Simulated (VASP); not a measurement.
# WS2: single point with PBE

The system is WS2.

```
W S
1.0
     1.50183    0.86708    5.82038
    -1.50183    0.86708    5.82038
     0.00000   -1.73416    5.82038
W S
1 2
Direct
  0.00442 0.00442 0.00442
  0.24770 0.24770 0.24770
  0.42205 0.44037 0.42861
```

- Program: VASP 6.6.1
- Task: single point
- Functional: PBE
- Potentials or basis: VASP PAW PBE potentials, release 64 (W_sv, S)
- Cutoff: 500 eV
- k mesh: 2 × 2 × 2
- Occupations: gaussian, width 0.01 eV
- Spin: no spin polarisation
- Dipole correction: no
- Further INCAR settings: ALGO = Normal; EDIFF = 1e-06; NBANDS = 20

```json
{
  "Pressure": "29.6 GPa",
  "Largest force": "1.150 eV/Å",
  "Band gap on the k mesh": "2.33 eV, indirect (least direct gap 2.39 eV)"
}
```

Forces on the atoms (eV/Å):
```
W   -0.467  0.081  0.972
S    0.062 -0.009 -1.149
S    0.404 -0.072  0.177
```

Stress tensor (GPa, compression positive):
```
30.72 -0.62  1.66
-0.62 30.52 -0.31
 1.66 -0.31 27.49
```

Levels at points of the mesh, in eV from the valence-band top:
```csv
k point,band 10,band 11,band 12,band 13,band 14,band 15,band 16,band 17
"(0.00, 0.00, 0.00)",-2.17,-2.07,-1.94,-1.29,2.33,2.49,2.79,2.87
"(0.50, 0.00, 0.00)",-4.30,-2.83,-2.17,-1.44,2.57,2.87,3.79,3.94
"(0.00, 0.50, 0.00)",-4.26,-2.96,-2.19,-1.43,2.61,2.85,3.80,3.97
"(0.00, 0.00, 0.50)",-4.28,-2.87,-2.18,-1.43,2.59,2.86,3.76,3.98
"(0.50, 0.50, 0.00)",-4.11,-3.89,-1.93,-1.75,2.75,2.79,3.56,4.85
"(0.50, 0.00, 0.50)",-4.08,-3.90,-1.91,-1.80,2.78,2.81,3.60,4.84
"(0.00, 0.50, 0.50)",-4.12,-3.89,-1.92,-1.74,2.72,2.79,3.55,4.86
"(0.50, 0.50, 0.50)",-3.57,-2.01,-1.88,0.00,2.39,2.46,2.63,2.79
```

It took 38 s on 1 thread of AMD EPYC 7R43 64-Core Processor (Zen 3) (shared host), peak memory 0.27 GiB.

Caveat: the k points lie up to 1.22 Å⁻¹ apart; spin-orbit coupling is left out, which moves the levels of the heavy elements; forces of over 1 eV/Å act on the atoms, so gaps and moduli don't describe the material at rest. A hybrid or GW would open this gap; PBE tends to underestimate it.
